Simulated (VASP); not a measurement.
# Se (P3_121) in VASP: density of states with PBE

Aim: the density of states of Se with PBE.

Program: VASP 6.6.1. These are calculated values, not measurements. Logs are shortened: lines on timing, memory, paths and dates and some standing lists are left out, and cuts for length are marked.

## 1. The cell of the first run

The structure is trigonal, space group P3_121 (No. 152). The conventional cell has a = 4.523 Å, b = 4.523 Å, c = 5.045 Å, α = 90.00°, β = 90.00°, γ = 120.00°. Se (site symmetry 2) has 2 Se at 2.40 Å within 3.2 Å.

## 2. Density of states, PBE

POSCAR

```
Se
1.0
    4.5226608691      0.0000000000      0.0000000000
   -2.2613304346      3.9167392053      0.0000000000
    0.0000000000      0.0000000000      5.0446767557
Se
3
Direct
    0.2187478053      0.0000000000      0.8333333333
    0.0000000000      0.2187478053      0.1666666667
    0.7812521947      0.7812521947      0.5000000000
```

INCAR.step1

```
SYSTEM = Se
PREC     = Accurate       ! precision mode
ENCUT    = 520            ! plane-wave cutoff, eV
EDIFF    = 1E-6           ! SCF threshold, eV
ISMEAR   = 0              ! smearing method
SIGMA    = 0.05           ! smearing width, eV
LREAL    = .FALSE.        ! projectors in reciprocal space
LASPH    = .TRUE.         ! aspherical terms in the spheres
NELM     = 100            ! most SCF steps
ALGO     = Normal         ! electronic algorithm
ISIF     = 2              ! what is computed and relaxed
LWAVE    = .FALSE.        ! write WAVECAR
LCHARG   = .TRUE.         ! write CHGCAR
GGA      = PE             ! functional
NBANDS   = 16             ! bands
```

KPOINTS.step1

```
Automatic mesh
0
G
  12 12 8
  0 0 0
```

INCAR.step2

```
SYSTEM = Se
PREC     = Accurate       ! precision mode
ENCUT    = 520            ! plane-wave cutoff, eV
EDIFF    = 1E-6           ! SCF threshold, eV
ISMEAR   = -5             ! smearing method
SIGMA    = 0.05           ! smearing width, eV
LREAL    = .FALSE.        ! projectors in reciprocal space
LASPH    = .TRUE.         ! aspherical terms in the spheres
NELM     = 100            ! most SCF steps
ALGO     = Normal         ! electronic algorithm
ISIF     = 2              ! what is computed and relaxed
LWAVE    = .FALSE.        ! write WAVECAR
LCHARG   = .FALSE.        ! write CHGCAR
GGA      = PE             ! functional
LORBIT   = 10             ! projections on sites
NBANDS   = 16             ! bands
NEDOS    = 2001           ! points of the DOS
ICHARG   = 11             ! starting density
```

KPOINTS.step2

```
Automatic mesh
0
G
  18 18 12
  0 0 0
```

Potentials or basis: VASP PAW PBE potentials, release 64 (Se).

On the command line:

```
$ cat potpaw_PBE.64/Se/POTCAR > POTCAR
$ cp INCAR.step1 INCAR
$ cp KPOINTS.step1 KPOINTS
$ mpirun -np 1 vasp_std > vasp.out
$ cp INCAR.step2 INCAR
$ cp KPOINTS.step2 KPOINTS
$ mpirun -np 1 vasp_std > vasp.out
```

OUTCAR:

```text
SYSTEM = Se
   PREC = Accurate
   ENCUT = 520
   EDIFF = 1E-6
   ISMEAR = -5
   LREAL = .FALSE.
   LASPH = .TRUE.
   NELM = 100
   ISIF = 2
   GGA = PE
   LORBIT = 10
   ICHARG = 11

 ion  position               nearest neighbor table
   1  0.219  0.000  0.833-   3 2.40   2 2.40
   2  0.000  0.219  0.167-   3 2.40   1 2.40
   3  0.781  0.781  0.500-   2 2.40   1 2.40

  LATTYP: Found a hexagonal cell.
 ALAT       =     4.5226608691
 C/A-ratio  =     1.1154222927

  Lattice vectors:

 A1 = (   4.5226608691,   0.0000000000,   0.0000000000)
 A2 = (  -2.2613304346,   3.9167392053,   0.0000000000)
 A3 = (   0.0000000000,   0.0000000000,   5.0446767557)

Analysis of symmetry for initial positions (statically):
=====================================================================
 Subroutine PRICEL returns:
 Original cell was already a primitive cell.

 Routine SETGRP: Setting up the symmetry group for a
 hexagonal supercell.

 Subroutine GETGRP returns: Found  6 space group operations
 (whereof  2 operations were pure point group operations)
 out of a pool of 24 trial point group operations.

The static configuration has the point symmetry C_2 .
 The point group associated with its full space group is D_3 .

Analysis of symmetry for dynamics (positions and initial velocities):
=====================================================================
 Subroutine PRICEL returns:
 Original cell was already a primitive cell.

 Routine SETGRP: Setting up the symmetry group for a
 hexagonal supercell.

 Subroutine GETGRP returns: Found  6 space group operations
 (whereof  2 operations were pure point group operations)
 out of a pool of 24 trial point group operations.

The dynamic configuration has the point symmetry C_2 .
 The point group associated with its full space group is D_3 .

 Subroutine INISYM returns: Found  6 space group operations
 (whereof  2 operations are pure point group operations),
 and found     1 'primitive' translations

----------------------------------------------------------------------------------------

                                     Primitive cell

  volume of cell :      89.3618

  direct lattice vectors                    reciprocal lattice vectors
     4.522660869  0.000000000  0.000000000     0.221108774  0.127657210  0.000000000
    -2.261330435  3.916739205  0.000000000     0.000000000  0.255314420  0.000000000
     0.000000000  0.000000000  5.044676756     0.000000000  0.000000000  0.198228756

  length of vectors
     4.522660869  4.522660869  5.044676756     0.255314420  0.255314420  0.198228756

  position of ions in fractional coordinates (direct lattice)
     0.218747805  0.000000000  0.833333333
     0.000000000  0.218747805  0.166666667
     0.781252195  0.781252195  0.500000000

  ion indices of the primitive-cell ions
   primitive index   ion index
                 1           1
                 2           2
                 3           3

----------------------------------------------------------------------------------------

 KPOINTS: Automatic mesh

Automatic generation of k-mesh.
 Grid dimensions read from file:
 generate k-points for:   18   18   12

 Generating k-lattice:

  Cartesian coordinates                     Fractional coordinates (reciprocal lattice)
     0.012283821  0.007092067  0.000000000     0.055555556  0.000000000  0.000000000
     0.000000000  0.014184134  0.000000000     0.000000000  0.055555556  0.000000000
     0.000000000  0.000000000  0.016519063     0.000000000  0.000000000  0.083333333

  Length of vectors
     0.014184134  0.014184134  0.016519063

  Shift w.r.t. Gamma in fractional coordinates (k-lattice)
     0.000000000  0.000000000  0.000000000

 TETIRR: Found   5714 inequivalent tetrahedra from    23328

 Subroutine IBZKPT returns following result:
 ===========================================

 Found    394 irreducible k-points:

 Following reciprocal coordinates:
            Coordinates               Weight
  0.000000  0.000000  0.000000      1.000000
  0.055556  0.000000  0.000000      6.000000
  0.111111  0.000000  0.000000      6.000000
  0.166667  0.000000  0.000000      6.000000
  0.222222  0.000000  0.000000      6.000000
  0.277778  0.000000  0.000000      6.000000
[... 16 lines left out ...]
  0.333333  0.111111  0.000000     12.000000
  0.388889  0.111111  0.000000     12.000000
 [... further k-points ...]
   k-points           NKPTS =    394   k-points in BZ     NKDIM =    394   number of bands    NBANDS=     16
   number of dos      NEDOS =   2001   number of ions     NIONS =      3
   total plane-waves  NPLWV =  51840
   dimension x,y,z NGX =    36 NGY =   36 NGZ =   40
   dimension x,y,z NGXF=    72 NGYF=   72 NGZF=   80
   ions per type =               3
   NGX,Y,Z   is equivalent  to a cutoff of  13.23, 13.23, 13.18 a.u.
   NGXF,Y,Z  is equivalent  to a cutoff of  26.47, 26.47, 26.36 a.u.
 SYSTEM =  Se
   PREC   = accura    normal or accurate (medium, high low for compatibility)
   ISTART =      0    job   : 0-new  1-cont  2-samecut
   ICHARG =     11    charge: 1-file 2-atom 10-const
   ISPIN  =      1    spin polarized calculation?
   LNONCOLLINEAR =      F non collinear calculations
   LSORBIT =      F    spin-orbit coupling
   LASPH  =      T    aspherical Exc in radial PAW
   ENCUT  =  520.0 eV  38.22 Ry    6.18 a.u.   8.41  8.41  9.38*2*pi/ulx,y,z
   NELM   =    100;   NELMIN=  2; NELMDL=  0     # of ELM steps
   EDIFF  = 0.1E-05   stopping-criterion for ELM
   LREAL  =      F    real-space projection
   EDIFFG = 0.1E-04   stopping-criterion for IOM
   NSW    =      0    number of steps for IOM
   IBRION =     -1    ionic relax: 0-MD 1-quasi-New 2-CG
   NFREE  =      0    steps in history (QN), initial steepest desc. (CG)
   ISIF   =      2    stress and relaxation
   ISYM   =      2    0-nonsym 1-usesym 2-fastsym
   POTIM  = 0.5000    time-step for ionic-motion
   TEBEG  =    0.0;   TEEND  =   0.0 temperature during run
   PSTRESS=    0.0 pullay stress
   NELECT =      18.0000    total number of electrons
   NUPDOWN=      -1.0000    fix difference up-down
   EMIN   =  10.00;   EMAX   =-10.00  energy-range for DOS
   EFERMI =   0.00;   METHOD = LEGACY
   ISMEAR =    -5;   SIGMA  =   0.05  broadening in eV -4-tet -1-fermi 0-gaus
   EFERMI_NEDOS =   21; number of points for ismear=-14 and -15
   IALGO  =     38    algorithm
   IMIX   =      4    mixing-type and parameters
     AMIX     =   0.40;   BMIX     =  1.00
     AMIX_MAG =   1.60;   BMIX_MAG =  1.00
  volume/ion in A,a.u.               =      29.79       201.01
  Fermi-wavevector in a.u.,A,eV,Ry     =   0.959655  1.813484 12.530110  0.920937
  Thomas-Fermi vector in A             =   2.088870
   LORBIT       =     10    0 simple, 1 ext, 2 COOP (PROOUT), +10 PAW based schemes
   GGA     = PE    functional components
   LHFCALC =     F    Hartree Fock is set to
   AEXX    =    0.0000 exact exchange contribution
   IVDW    =     0    specifies the selected vdW correction
   LEPSILON=     F    determine dielectric tensor
   LRPA    =     F    only Hartree local field effects (RPA)
 non-spin polarized calculation
 Fermi weights with tetrahedron method with Bloechl corrections
  energy-cutoff  :      520.00
  volume of cell :       89.36
 maximum number of plane-waves:      2461
 NGX is ok and might be reduce to    36

 number of electron      18.0000001 magnetization

 Free energy of the ion-electron system (eV)
  ---------------------------------------------------
  ext. energy  EPLUGINS =         0.00000000
  ---------------------------------------------------
  free energy    TOTEN  =       -10.50939359 eV

  energy without entropy =      -10.50939359  energy(sigma->0) =      -10.50939359

 E-fermi :   1.8415     XC(G=0):  -8.4258

 val. band max:        1.8341751598   @ k =   0.5000   0.0000   0.5000
 cond. band min:       2.8509381630   @ k =   0.3333   0.3333   0.5000
 fundamental gap:      1.0167630032
 Fermi energy:         1.8414976474

 k-point     1 :       0.0000    0.0000    0.0000
  band No.  band energies     occupation
      1     -13.5429      2.00000
      2      -9.7244      2.00000
      3      -9.7244      2.00000
      4      -1.8913      2.00000
      5      -1.8913      2.00000
      6      -1.5879      2.00000
[... 8 lines left out ...]
     15       8.4849      0.00000
     16      10.2730      0.00000

 k-point     2 :       0.0556    0.0000    0.0000
  band No.  band energies     occupation
      1     -13.5335      2.00000
      2      -9.7335      2.00000
      3      -9.7240      2.00000
      4      -1.9787      2.00000
      5      -1.9247      2.00000
      6      -1.5493      2.00000
[... 8 lines left out ...]
     15       8.5510      0.00000
     16      10.2647      0.00000

 k-point     3 :       0.1111    0.0000    0.0000
  band No.  band energies     occupation
      1     -13.5059      2.00000
      2      -9.7601      2.00000
      3      -9.7226      2.00000
      4      -2.1609      2.00000
      5      -2.0094      2.00000
      6      -1.4955      2.00000
[... 8 lines left out ...]
     15       8.7590      0.00000
     16      10.2343      0.00000

 k-point     4 :       0.1667    0.0000    0.0000
  band No.  band energies     occupation
      1     -13.4627      2.00000
      2      -9.8032      2.00000
      3      -9.7205      2.00000
      4      -2.3614      2.00000
      5      -2.1181      2.00000
      6      -1.4636      2.00000
[... 8 lines left out ...]
     15       9.0945      0.00000
     16      10.2752      0.00000
[... 324 lines left out ...]
 k-point    22 :       0.2778    0.1111    0.0000
  band No.  band energies     occupation
      1     -13.2693      2.00000
      2      -9.9831      2.00000
      3      -9.7378      2.00000
      4      -2.7801      2.00000
      5      -2.5119      2.00000
      6      -1.3260      2.00000
[... 8 lines left out ...]
     15      10.2961      0.00000
     16      11.0049      0.00000

 k-point    23 :       0.3333    0.1111    0.0000
  band No.  band energies     occupation
      1     -13.2202      2.00000
      2     -10.0326      2.00000
      3      -9.7412      2.00000
      4      -2.8412      2.00000
      5      -2.5643      2.00000
      6      -1.2746      2.00000
[... 8 lines left out ...]
     15      10.6982      0.00000
     16      11.3704      0.00000

 k-point    24 :       0.3889    0.1111    0.0000
  band No.  band energies     occupation
      1     -13.1871      2.00000
      2     -10.0667      2.00000
      3      -9.7433      2.00000
      4      -2.8740      2.00000
      5      -2.5960      2.00000
      6      -1.2049      2.00000
[... 8 lines left out ...]
     15      10.8930      0.00000
     16      11.3695      0.00000

 [... further k-points ...]
[... 5 lines left out ...]
  --------------------------------------------------------------------------------------
  -------------------------------------------------------------------------------------
  Total        0.0512763      0.0512763      0.0691700     -0.0000000      0.0000000     -0.0000000
  in kB        0.9193386      0.9193386      1.2401566     -0.0000000      0.0000000     -0.0000000
  external PRESSURE =       1.0262779 kB  Pullay stress =       0.0000000 kB

 VOLUME and BASIS-vectors are now :
 -----------------------------------------------------------------------------
  energy-cutoff  :      520.00
  volume of cell :       89.36
      direct lattice vectors                 reciprocal lattice vectors
     4.522660869  0.000000000  0.000000000     0.221108774  0.127657210  0.000000000
    -2.261330435  3.916739205  0.000000000     0.000000000  0.255314420  0.000000000
     0.000000000  0.000000000  5.044676756     0.000000000  0.000000000  0.198228756

 POSITION                                       TOTAL-FORCE (eV/Angst)
 -----------------------------------------------------------------------------------
      0.98932      0.00000      4.20390         0.028893     -0.000000      0.000000
     -0.49466      0.85678      0.84078        -0.014447      0.025022     -0.000000
      1.76667      3.05996      2.52234        -0.014447     -0.025022     -0.000000
 -----------------------------------------------------------------------------------
    total drift:                               -0.000023     -0.000039     -0.000000

  FREE ENERGIE OF THE ION-ELECTRON SYSTEM (eV)
  ---------------------------------------------------
  free  energy   TOTEN  =       -10.5093935860 eV

  energy  without entropy=      -10.5093935860  energy(sigma->0) =      -10.50939359

 total charge

# of ion       s       p       d       tot
------------------------------------------
    1        1.510   2.168   0.051   3.729
    2        1.510   2.168   0.051   3.729
    3        1.510   2.168   0.051   3.729
--------------------------------------------------
tot          4.529   6.504   0.154  11.187
```

Run time: 4.2 min. Hardware: 1 thread of Intel Xeon Platinum 8488C (Sapphire Rapids), shared host; peak memory 0.54 GiB.

What came out:

| Quantity | Value |
| --- | --- |
| Valence electrons inside the program's atomic spheres | Se 3.73 |
